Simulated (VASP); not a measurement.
Here is a VASP 6.6.1 calculation.

Contents of INCAR:

```
SYSTEM = GaP
PREC = Accurate
ENCUT = 520
EDIFF = 1E-7
ISMEAR = -1
SIGMA = 0.05
LREAL = .False.
LASPH = .True.
NELM = 100
ALGO = Normal
ISIF = 2
LWAVE = .False.
LCHARG = .False.
GGA = RE
NBANDS = 16
```

File KPOINTS:

```
regular mesh
0
Gamma
  8 8 8
  0 0 0
```

POSCAR

```
GaP
1.0
    0.0000000000      2.7703808281      2.7703808281
    2.7703808281      0.0000000000      2.7703808281
    2.7703808281      2.7703808281      0.0000000000
Ga P
1 1
Direct
    0.0000000000      0.0000000000      0.0000000000
    0.7500000000      0.7500000000      0.7500000000
```

Potentials or basis: VASP PAW PBE potentials, release 64 (Ga_d, P).

The run is started by

```bash
$ cat potpaw_PBE.64/Ga_d/POTCAR potpaw_PBE.64/P/POTCAR > POTCAR
$ mpirun -np 1 vasp_std > vasp.out
```

Problem. Estimate the pressure.

Solution. 0.0 GPa.

Problem. Estimate the band gap on the k mesh.

Solution. 1.52 eV.

Caveat: the PAW data sets were made with another functional, which shifts forces and pressure a little.

**What was measured.**

From “Stacking defects in GaP nanowires: Electronic structure and optical properties”, 2018, arxiv:1810.01194, for a bulk crystal of GaP at 10 K: band gap 2.34 eV (indirect).

Measured gap of GaP: 2.34 eV (indirect; 10 K; quoted in “Stacking defects in GaP nanowires: Electronic structure and optical properties”, 2018, arxiv:1810.01194). This calculation gives 1.52 eV (-0.82 eV). Spin-orbit coupling on Ga is left out. The value is that of revPBE on a finite k mesh, which can miss the band edges, without temperature or zero-point motion. Semilocal functionals fall short of measured gaps as a rule.
